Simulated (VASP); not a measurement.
# BP (F-43m) in VASP: further runs

The runs below take BP through dielectric tensor, with r2SCAN.

All numbers are computed with VASP 6.6.1; they aren't measurements. Logs are shortened: lines on timing, memory, paths and dates and some standing lists are left out, and cuts for length are marked.

### Step 1. The cell of the first run

The structure is cubic, space group F-43m (No. 216). Conventional cell: a = 4.355 Å, b = 4.355 Å, c = 4.355 Å, α = 90.00°, β = 90.00°, γ = 90.00°. Within 2.5 Å of B (site symmetry -43m) lie 4 P at 1.89 Å. P (site symmetry -43m) has 4 B at 1.89 Å within 2.5 Å.

### Step 2. Dielectric tensor, r2SCAN (strain -4.0%)

INCAR reads:

```
SYSTEM = BP
PREC = Accurate
ENCUT = 520
EDIFF = 1E-8
ISMEAR = 0
SIGMA = 0.01
LREAL = .False.
LASPH = .True.
NELM = 100
ALGO = Normal
ISIF = 2
LWAVE = .False.
LCHARG = .False.
METAGGA = R2SCAN
LMIXTAU = .True.
LCALCEPS = .True.
```

KPOINTS reads:

```
regular mesh
0
Gamma
  8 8 8
  0 0 0
```

POSCAR reads:

```
BP
1.0
    0.0000000000      2.1775830422      2.1775830422
    2.1775830422      0.0000000000      2.1775830422
    2.1775830422      2.1775830422      0.0000000000
B P
1 1
Direct
    0.0000000000      0.0000000000      0.0000000000
    0.2500000000      0.2500000000      0.2500000000
```

Potentials or basis: VASP PAW PBE potentials, release 64 (B, P).

The run is started by

```console
$ cat potpaw_PBE.64/B/POTCAR potpaw_PBE.64/P/POTCAR > POTCAR
$ mpirun -np 1 vasp_std > vasp.out
```

OUTCAR:

```text
SYSTEM = BP
   PREC = Accurate
   ENCUT = 520
   EDIFF = 1E-8
   ISMEAR = 0
   LREAL = .False.
   LASPH = .True.
   NELM = 100
   ISIF = 2
   METAGGA = R2SCAN

 ion  position               nearest neighbor table
   1  0.000  0.000  0.000-   2 1.89   2 1.89   2 1.89   2 1.89
   2  0.250  0.250  0.250-   1 1.89   1 1.89   1 1.89   1 1.89

  LATTYP: Found a face centered cubic cell.
 ALAT       =     4.3551660844

  Lattice vectors:

 A1 = (   0.0000000000,   2.1775830422,   2.1775830422)
 A2 = (   2.1775830422,   0.0000000000,   2.1775830422)
 A3 = (   2.1775830422,   2.1775830422,   0.0000000000)

Analysis of symmetry for initial positions (statically):
=====================================================================
 Subroutine PRICEL returns:
 Original cell was already a primitive cell.

 Routine SETGRP: Setting up the symmetry group for a
 face centered cubic supercell.

 Subroutine GETGRP returns: Found 24 space group operations
 (whereof 24 operations were pure point group operations)
 out of a pool of 48 trial point group operations.

The static configuration has the point symmetry T_d .

Analysis of symmetry for dynamics (positions and initial velocities):
=====================================================================
 Subroutine PRICEL returns:
 Original cell was already a primitive cell.

 Routine SETGRP: Setting up the symmetry group for a
 face centered cubic supercell.

 Subroutine GETGRP returns: Found 24 space group operations
 (whereof 24 operations were pure point group operations)
 out of a pool of 48 trial point group operations.

The dynamic configuration has the point symmetry T_d .

 Subroutine INISYM returns: Found 24 space group operations
 (whereof 24 operations are pure point group operations),
 and found     1 'primitive' translations

----------------------------------------------------------------------------------------

                                     Primitive cell

  volume of cell :      20.6516

  direct lattice vectors                    reciprocal lattice vectors
     0.000000000  2.177583042  2.177583042    -0.229612369  0.229612369  0.229612369
     2.177583042  0.000000000  2.177583042     0.229612369 -0.229612369  0.229612369
     2.177583042  2.177583042  0.000000000     0.229612369  0.229612369 -0.229612369

  length of vectors
     3.079567471  3.079567471  3.079567471     0.397700288  0.397700288  0.397700288

  position of ions in fractional coordinates (direct lattice)
     0.000000000  0.000000000  0.000000000
     0.250000000  0.250000000  0.250000000

  ion indices of the primitive-cell ions
   primitive index   ion index
                 1           1
                 2           2

----------------------------------------------------------------------------------------

 KPOINTS: regular mesh

Automatic generation of k-mesh.
 Grid dimensions read from file:
 generate k-points for:    8    8    8

 Generating k-lattice:

  Cartesian coordinates                     Fractional coordinates (reciprocal lattice)
    -0.028701546  0.028701546  0.028701546     0.125000000  0.000000000  0.000000000
     0.028701546 -0.028701546  0.028701546     0.000000000  0.125000000  0.000000000
     0.028701546  0.028701546 -0.028701546     0.000000000  0.000000000  0.125000000

  Length of vectors
     0.049712536  0.049712536  0.049712536

  Shift w.r.t. Gamma in fractional coordinates (k-lattice)
     0.000000000  0.000000000  0.000000000

 Subroutine IBZKPT returns following result:
 ===========================================

 Found     29 irreducible k-points:

 Following reciprocal coordinates:
            Coordinates               Weight
  0.000000  0.000000  0.000000      1.000000
  0.125000  0.000000  0.000000      8.000000
  0.250000  0.000000  0.000000      8.000000
  0.375000  0.000000  0.000000      8.000000
  0.500000  0.000000  0.000000      4.000000
  0.125000  0.125000  0.000000      6.000000
[... 16 lines left out ...]
  0.500000  0.250000  0.125000     48.000000
 -0.375000  0.250000  0.125000     24.000000
 [... further k-points ...]
   k-points           NKPTS =     29   k-points in BZ     NKDIM =     29   number of bands    NBANDS=      8
   number of dos      NEDOS =    301   number of ions     NIONS =      2
   total plane-waves  NPLWV =  13824
   dimension x,y,z NGX =    24 NGY =   24 NGZ =   24
   dimension x,y,z NGXF=    48 NGYF=   48 NGZF=   48
   ions per type =               1   1
   NGX,Y,Z   is equivalent  to a cutoff of  12.96, 12.96, 12.96 a.u.
   NGXF,Y,Z  is equivalent  to a cutoff of  25.91, 25.91, 25.91 a.u.
 SYSTEM =  BP
   PREC   = accura    normal or accurate (medium, high low for compatibility)
   ISTART =      0    job   : 0-new  1-cont  2-samecut
   ICHARG =      2    charge: 1-file 2-atom 10-const
   ISPIN  =      1    spin polarized calculation?
   LNONCOLLINEAR =      F non collinear calculations
   LSORBIT =      F    spin-orbit coupling
   LASPH  =      T    aspherical Exc in radial PAW
   ENCUT  =  520.0 eV  38.22 Ry    6.18 a.u.   5.73  5.73  5.73*2*pi/ulx,y,z
   NELM   =    100;   NELMIN=  2; NELMDL= -5     # of ELM steps
   EDIFF  = 0.1E-07   stopping-criterion for ELM
   LREAL  =      F    real-space projection
   EDIFFG = 0.1E-06   stopping-criterion for IOM
   NSW    =      0    number of steps for IOM
   IBRION =     -1    ionic relax: 0-MD 1-quasi-New 2-CG
   NFREE  =      0    steps in history (QN), initial steepest desc. (CG)
   ISIF   =      2    stress and relaxation
   ISYM   =      2    0-nonsym 1-usesym 2-fastsym
   POTIM  = 0.5000    time-step for ionic-motion
   TEBEG  =    0.0;   TEEND  =   0.0 temperature during run
   PSTRESS=    0.0 pullay stress
   NELECT =       8.0000    total number of electrons
   NUPDOWN=      -1.0000    fix difference up-down
   EMIN   =  10.00;   EMAX   =-10.00  energy-range for DOS
   EFERMI =   0.00;   METHOD = LEGACY
   ISMEAR =     0;   SIGMA  =   0.01  broadening in eV -4-tet -1-fermi 0-gaus
   EFERMI_NEDOS =   21; number of points for ismear=-14 and -15
   IALGO  =     38    algorithm
   IMIX   =      4    mixing-type and parameters
     AMIX     =   0.40;   BMIX     =  1.00
     AMIX_MAG =   1.60;   BMIX_MAG =  1.00
  volume/ion in A,a.u.               =      10.33        69.68
  Fermi-wavevector in a.u.,A,eV,Ry     =   1.193402  2.255203 19.377531  1.424208
  Thomas-Fermi vector in A             =   2.329417
   LORBIT       =      0    0 simple, 1 ext, 2 COOP (PROOUT), +10 PAW based schemes
   METAGGA = R2SCAN    functional components
   LHFCALC =     F    Hartree Fock is set to
   AEXX    =    0.0000 exact exchange contribution
   IVDW    =     0    specifies the selected vdW correction
   LEPSILON=     F    determine dielectric tensor
   LRPA    =     F    only Hartree local field effects (RPA)
   LRPA       =     F
 non-spin polarized calculation
 Gauss-broadening in eV      SIGMA  =   0.01
  energy-cutoff  :      520.00
  volume of cell :       20.65
 maximum number of plane-waves:       568
   NGX = 11   NGY = 11   NGZ = 11

 number of electron       7.9999999 magnetization

 Free energy of the ion-electron system (eV)
  ---------------------------------------------------
  ext. energy  EPLUGINS =         0.00000000
  ---------------------------------------------------
  free energy    TOTEN  =       -17.11881546 eV

  energy without entropy =      -17.11881546  energy(sigma->0) =      -17.11881546

 E-fermi :   8.9760     XC(G=0): -12.0687

 val. band max:        8.9193328687   @ k =   0.0000   0.0000   0.0000
 cond. band min:   10000.0000000000   @ k =   0.0000   0.0000   0.0000
 fundamental gap:   9991.0806671313
 Fermi energy:         8.9760129392

 k-point     1 :       0.0000    0.0000    0.0000
  band No.  band energies     occupation
      1      -8.5207      2.00000
      2       8.9190      2.00000
      3       8.9191      2.00000
      4       8.9193      2.00000
      5   10000.0000      0.00000
      6   10000.0000      0.00000
      7   10000.0000      0.00000
      8   10000.0000      0.00000
[... 243 lines left out ...]
 k-point    24 :      -0.3750    0.2500    0.1250
  band No.  band energies     occupation
      1      -3.7333      2.00000
      2      -0.8187      2.00000
      3       3.7596      2.00000
      4       5.2566      2.00000
      5   10000.0000      0.00000
      6   10000.0000      0.00000
      7   10000.0000      0.00000
      8   10000.0000      0.00000

 [... further k-points ...]

------------------------ aborting loop because EDIFF is reached ----------------------------------------

            Ionic dipole moment: p[ion]=(     5.44396     5.44396     5.44396 ) |e| Angst

 Total electronic dipole moment: p[elc]=(     0.00030     0.00030     0.00898 ) |e| Angst

 MACROSCOPIC STATIC DIELECTRIC TENSOR (including local field effects)
 ------------------------------------------------------
           8.615055     0.000000     0.000000
          -0.000000     8.615055     0.000000
           0.000000     0.000000     8.615055
 ------------------------------------------------------

 PIEZOELECTRIC TENSOR (including local field effects) (e Angst)
          XX          YY          ZZ          XY          YZ          ZX
  --------------------------------------------------------------------------------
  x    -0.00000    -0.00000    -0.00000     0.00000     0.35918    -0.00000
  y     0.00000     0.00000     0.00000     0.00000     0.00000     0.35918
  z     0.00000     0.00000     0.00000     0.35918     0.00000     0.00000

 PIEZOELECTRIC TENSOR (including local field effects) (C/m^2)
          XX          YY          ZZ          XY          YZ          ZX
  --------------------------------------------------------------------------------
  x    -0.00000    -0.00000    -0.00000     0.00000     0.27866    -0.00000
  y     0.00000     0.00000     0.00000     0.00000     0.00000     0.27866
  z     0.00000     0.00000     0.00000     0.27866     0.00000     0.00000

 BORN EFFECTIVE CHARGES (including local field effects) (in |e|, cummulative output)
 ---------------------------------------------------------------------------------
 ion    1
    1    -0.86169    -0.00000     0.00000
    2    -0.00000    -0.86169    -0.00000
    3     0.00000    -0.00000    -0.86169
 ion    2
    1     0.86169    -0.00000    -0.00000
    2    -0.00000     0.86169    -0.00000
    3     0.00000    -0.00000     0.86169

  FORCE on cell =-STRESS in cart. coord.  units (eV):
  Direction    XX          YY          ZZ          XY          YZ          ZX
  --------------------------------------------------------------------------------------
  -------------------------------------------------------------------------------------
  Total        3.2719746      3.2719746      3.2719746     -0.0000000      0.0000000      0.0000000
  in kB      253.8436699    253.8436699    253.8436699     -0.0000000      0.0000000      0.0000000
  external PRESSURE =     253.8436699 kB  Pullay stress =       0.0000000 kB

 VOLUME and BASIS-vectors are now :
 -----------------------------------------------------------------------------
  energy-cutoff  :      520.00
  volume of cell :       20.65
      direct lattice vectors                 reciprocal lattice vectors
     0.000000000  2.177583042  2.177583042    -0.229612369  0.229612369  0.229612369
     2.177583042  0.000000000  2.177583042     0.229612369 -0.229612369  0.229612369
     2.177583042  2.177583042  0.000000000     0.229612369  0.229612369 -0.229612369

 POSITION                                       TOTAL-FORCE (eV/Angst)
 -----------------------------------------------------------------------------------
      0.00000      0.00000      0.00000         0.000000     -0.000000      0.000000
      1.08879      1.08879      1.08879        -0.000000      0.000000     -0.000000
 -----------------------------------------------------------------------------------
    total drift:                               -0.000000     -0.000000     -0.000000

  FREE ENERGIE OF THE ION-ELECTRON SYSTEM (eV)
  ---------------------------------------------------
  free  energy   TOTEN  =       -17.1188154628 eV

  energy  without entropy=      -17.1188154628  energy(sigma->0) =      -17.11881546
```

It took 6.1 min on 1 thread of Intel Xeon 6975P-C (Granite Rapids), shared host; peak memory 0.25 GiB.

What came out:

```yaml
Band_gap_on_the_k_mesh: 1.28 eV, indirect (least direct gap 3.87 eV)
Electronic_dielectric_tensor_diagonal: 8.62
Born_charges_mean_of_the_diagonal: B -0.86; P +0.86 e
```

Electronic dielectric tensor:
```
8.62 0.00 0.00
0.00 8.62 0.00
0.00 0.00 8.62
```

Born effective charge tensors (e):
atom 1, B
```
-0.86  0.00  0.00
 0.00 -0.86  0.00
 0.00  0.00 -0.86
```
atom 2, P
```
0.86 0.00 0.00
0.00 0.86 0.00
0.00 0.00 0.86
```

Dipole moments of the cell (e·Å, modulo the quantum): ionic 5.444, 5.444, 5.444; electronic 0.000, 0.000, 0.009

Caveat: the cell differs from its parent crystal (strain -4.0%); the PAW data sets were made with another functional, which shifts forces and pressure a little.

### Step 3. Dielectric tensor, r2SCAN (strain -3.0%)

INCAR reads:

```
ALGO = Normal
EDIFF = 1E-8
ENCUT = 520
ISIF = 2
ISMEAR = 0
LASPH = T
LCALCEPS = T
LCHARG = F
LMIXTAU = T
LREAL = F
LWAVE = F
METAGGA = R2SCAN
NELM = 60
PREC = Accurate
SIGMA = 0.01
```

KPOINTS reads:

```
k-points
0
Gamma
  8 8 8
```

POSCAR reads:

```
BP
1.0
    0.0000000000      2.2002661989      2.2002661989
    2.2002661989      0.0000000000      2.2002661989
    2.2002661989      2.2002661989      0.0000000000
B P
1 1
Direct
    0.0000000000      0.0000000000      0.0000000000
    0.2500000000      0.2500000000      0.2500000000
```

Potentials or basis: VASP PAW PBE potentials, release 64 (B, P).

The run is started by

```console
$ cat potpaw_PBE.64/B/POTCAR potpaw_PBE.64/P/POTCAR > POTCAR
$ mpirun -np 1 vasp_std > vasp.out
```

OUTCAR:

```text
EDIFF = 1E-8
   ENCUT = 520
   ISIF = 2
   ISMEAR = 0
   LASPH = T
   LREAL = F
   METAGGA = R2SCAN
   NELM = 60
   PREC = Accurate

 ion  position               nearest neighbor table
   1  0.000  0.000  0.000-   2 1.91   2 1.91   2 1.91   2 1.91
   2  0.250  0.250  0.250-   1 1.91   1 1.91   1 1.91   1 1.91

  LATTYP: Found a face centered cubic cell.
 ALAT       =     4.4005323978

  Lattice vectors:

 A1 = (   0.0000000000,   2.2002661989,   2.2002661989)
 A2 = (   2.2002661989,   0.0000000000,   2.2002661989)
[... 485 lines left out ...]
    2    -0.00000     0.75382    -0.00000
    3    -0.00000     0.00000     0.75382

  FORCE on cell =-STRESS in cart. coord.  units (eV):
  Direction    XX          YY          ZZ          XY          YZ          ZX
  --------------------------------------------------------------------------------------
  -------------------------------------------------------------------------------------
  Total        2.3585398      2.3585398      2.3585398      0.0000000     -0.0000000     -0.0000000
  in kB      177.3773314    177.3773314    177.3773314      0.0000000     -0.0000000     -0.0000000
  external PRESSURE =     177.3773314 kB  Pullay stress =       0.0000000 kB

 VOLUME and BASIS-vectors are now :
 -----------------------------------------------------------------------------
  energy-cutoff  :      520.00
  volume of cell :       21.30
      direct lattice vectors                 reciprocal lattice vectors
     0.000000000  2.200266199  2.200266199    -0.227245231  0.227245231  0.227245231
     2.200266199  0.000000000  2.200266199     0.227245231 -0.227245231  0.227245231
     2.200266199  2.200266199  0.000000000     0.227245231  0.227245231 -0.227245231

 POSITION                                       TOTAL-FORCE (eV/Angst)
 -----------------------------------------------------------------------------------
      0.00000      0.00000      0.00000         0.000000     -0.000000     -0.000000
      1.10013      1.10013      1.10013        -0.000000      0.000000      0.000000
 -----------------------------------------------------------------------------------
    total drift:                               -0.000000     -0.000000     -0.000000

  FREE ENERGIE OF THE ION-ELECTRON SYSTEM (eV)
  ---------------------------------------------------
  free  energy   TOTEN  =       -17.2066537411 eV

  energy  without entropy=      -17.2066537411  energy(sigma->0) =      -17.20665374
```

Run time: 5.9 min. Hardware: 1 thread of Intel Xeon 6975P-C (Granite Rapids), shared host; peak memory 0.25 GiB.

Results:

* Band gap on the k mesh: 1.35 eV, indirect (least direct gap 3.80 eV)
* Electronic dielectric tensor (diagonal): 8.61
* Born charges (mean of the diagonal): B -0.75; P +0.75 e

Levels at points of the mesh, in eV from the valence-band top:
| k point | band 1 | band 2 | band 3 | band 4 | band 5 | band 6 | band 7 | band 8 |
| --- | --- | --- | --- | --- | --- | --- | --- | --- |
| (0.00, 0.00, 0.00) | -17.14 | 0.00 | 0.00 | 0.00 | 3.80 | 3.80 | 3.80 | 9.53 |
| (0.50, 0.00, 0.00) | -13.27 | -10.20 | -1.98 | -1.98 | 4.74 | 5.09 | 5.09 | 11.27 |
| (0.50, 0.50, 0.00) | -11.46 | -9.63 | -4.70 | -4.70 | 1.35 | 1.83 | 13.99 | 13.99 |

Electronic dielectric tensor:
```
8.61 0.00 0.00
0.00 8.61 0.00
0.00 0.00 8.61
```

Born effective charge tensors (e):
atom 1, B
```
-0.75  0.00  0.00
 0.00 -0.75  0.00
 0.00  0.00 -0.75
```
atom 2, P
```
0.75 0.00 0.00
0.00 0.75 0.00
0.00 0.00 0.75
```

Dipole moments of the cell (e·Å, modulo the quantum): ionic 5.501, 5.501, 5.501; electronic 0.001, 0.001, 0.009

Caveat: the cell differs from its parent crystal (strain -3.0%); the PAW data sets were made with another functional, which shifts forces and pressure a little.
